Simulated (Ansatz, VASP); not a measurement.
## W: VASP beside Ansatz

```
W
1.0
     0.00000    1.99955    1.99955
     1.99955    0.00000    1.99955
     1.99955    1.99955    0.00000
W
1
Cartesian
  0.0000 0.0000 0.0000
```

Change from the starting cell: strain -0.015 along x and y, -0.015 along z, atoms carried along.

Alike in both runs: task single point; functional PBEsol; k mesh 20 × 20 × 20; occupations gaussian, width 0.15 eV; no spin polarisation.

```csv
,VASP,Ansatz
version,VASP 6.6.1,Ansatz 0.2.0
potentials or method,"VASP PAW PBE potentials, release 64 (W_sv), cutoff 520 eV","scalar-relativistic, plane waves, PAW"
valence electrons in the cell,14,14
```

|  | VASP | Ansatz | Ansatz less VASP |
| --- | --- | --- | --- |
| gap on the k mesh at the Fermi level (eV) | none | none | - |
| pressure (GPa) | 0.4 | -0.3 | -0.70 |

VASP's potentials were made for PBE, not for PBEsol. A gap of «none» marks a metal or a gap that the smearing closes.

Spin-orbit coupling is off throughout.
